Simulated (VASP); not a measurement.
The system is RuC4.

```
Ru C
1.0
     3.89956    0.00000    0.00000
    -1.94978    3.37712    0.00000
     0.00000    0.00000    3.87877
Ru C
1 4
Direct
  0.00000 0.00000 0.50000
  0.50000 0.00000 0.00000
  0.00000 0.50000 0.00000
  0.50000 0.50000 0.00000
  0.00000 0.00000 0.00000
```

| Quantity | Value |
| --- | --- |
| Program | VASP 6.6.1 |
| Task | relaxation of cell and atoms |
| Functional | PBE |
| Potentials or basis | VASP PAW PBE potentials, release 64 (Ru_pv, C) |
| Cutoff | 600 eV |
| k mesh | 12 × 12 × 10 |
| Occupations | gaussian, width 0.1 eV |
| Spin | no spin polarisation |

At the start: pressure -1.7 GPa; volume 10.22 Å³/atom.

Task: How do energy, volume and symmetry change on relaxing?

Result: Over 7 steps the energy falls by 6.8 meV/atom and the volume is 9.86 Å³/atom (-3.5 %); space group P6/mmm (No. 191, to 0.05 Å).

Step by step:
| step | energy change (eV) | largest force (eV/Å) | pressure (GPa) | volume (Å³) |
| --- | --- | --- | --- | --- |
| 1 | 0.0000 | 0.0000 | -1.69 | 51.08 |
| 2 | -0.0245 | 0.0000 | -1.05 | 50.28 |
| 3 | -0.0335 | 0.0000 | -0.33 | 49.51 |
| 4 | -0.0337 | 0.0000 | -0.20 | 49.38 |
| 5 | -0.0337 | 0.0000 | -0.14 | 49.35 |
| 6 | -0.0338 | 0.0000 | 0.14 | 49.26 |
| 7 | -0.0338 | 0.0000 | 0.01 | 49.29 |

Final structure:
```
CELL_PARAMETERS angstrom
3.80295 0.00000 0.00000
-1.90148 3.29345 0.00000
0.00000 0.00000 3.93562
ATOMIC_POSITIONS crystal
Ru 0.00000 0.00000 0.50000
C 0.50000 0.00000 0.00000
C 0.00000 0.50000 0.00000
C 0.50000 0.50000 0.00000
C 0.00000 0.00000 0.00000
```
